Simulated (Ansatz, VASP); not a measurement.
## NbTe in VASP and in Ansatz

The input INCAR:

```
SYSTEM = NbTe
  ALGO = Normal
  EDIFF = 1E-6
  ENCUT = 520
  GGA = PS
  GGA_COMPAT = .FALSE.
  ISIF = 2
  ISMEAR = -1
  LASPH = .TRUE.
  LCHARG = .FALSE.
  LMAXMIX = 4
  LORBIT = 11
  LORBMOM = .TRUE.
  LREAL = .FALSE.
  LSORBIT = .TRUE.
  LWAVE = .FALSE.
  MAGMOM = 0 0 0 0 0 0
  NBANDS = 31
  NELM = 150
  PREC = Accurate
  SIGMA = 0.05
```

The input KPOINTS:

```
k-points
0
G
  8 8 7
  0 0 0
```

POSCAR

```
NbTe
1.0
    3.7029743866      0.0000000000      0.0000000000
   -1.8514871933      3.2068698884      0.0000000000
    0.0000000000      0.0000000000      3.6942110000
Te Nb
1 1
Direct
    0.6666666667      0.3333333333      0.0000000000
    0.0000000000      0.0000000000      0.5000000000
```

Contents of input.yaml:

```yaml
crystal:
  lattice:
    - [3.7029743866, 0.0, 0.0]
    - [-1.8514871933, 3.2068698884, 0.0]
    - [0.0, 0.0, 3.694211]
  atoms:
    - { symbol: Te, position: [0.6666666667, 0.3333333333, 0.0] }
    - { symbol: Nb, position: [0.0, 0.0, 0.5] }
hamiltonian:
  xc: pbesol
  pseudopotentials: { kind: paw_fr }
magnetization:
  noncollinear: true
  spin_orbit: true
kpoints:
  mp_grid: { grid: [8, 8, 7] }
  band_path:
    path:
      - [[0.0, 0.0, 0.0], [0.5, 0.0, 0.0], [0.3333333333, 0.3333333333, 0.0], [0.0, 0.0, 0.0], [0.0, 0.0, 0.5], [0.5, 0.0, 0.5], [0.3333333333, 0.3333333333, 0.5], [0.0, 0.0, 0.5]]
      - [[0.5, 0.0, 0.5], [0.5, 0.0, 0.0]]
      - [[0.3333333333, 0.3333333333, 0.0], [0.3333333333, 0.3333333333, 0.5]]
    npoints: 14
scf:
  occupations: { method: fermi_dirac, width: 0.05 }
  n_extra_bands: 6
output:
  forces: true
  stress: true
  eigenvalues: true
  fatbands: false
  write_density: true
  write_potential: true
  elf: true
  volumetric_format: npy
```

Alike in both runs: functional PBEsol; k mesh 8 × 8 × 7; occupations fermi-dirac, width 0.05 eV; non-collinear spin, spin-orbit coupling.

|  | VASP | Ansatz |
| --- | --- | --- |
| version | VASP 6.6.1 | Ansatz 0.2.0 |
| potentials or method | VASP PAW PBE potentials, release 64 (Te, Nb_sv) | Ansatz PAW |
| plane-wave cutoff (eV) | 520 | 420 |
| valence electrons in the cell | 19 | 29 |
| task | single point | band structure |

VASP gave:

| Item | Value |
| --- | --- |
| pressure (GPa) | -5.3 |
| net moment per atom (μB) | 0.00 |

Estimate Ansatz's values.

pressure (GPa): -5.2; net moment per atom (μB): 0.00.

VASP's potentials were made for PBE, not for PBEsol. With one functional, cell and mesh, what is left measures potentials, basis and numerics. VASP's potentials hold 19 valence electrons a cell and Ansatz's 29, so a difference there can come from the potentials and not from the codes.
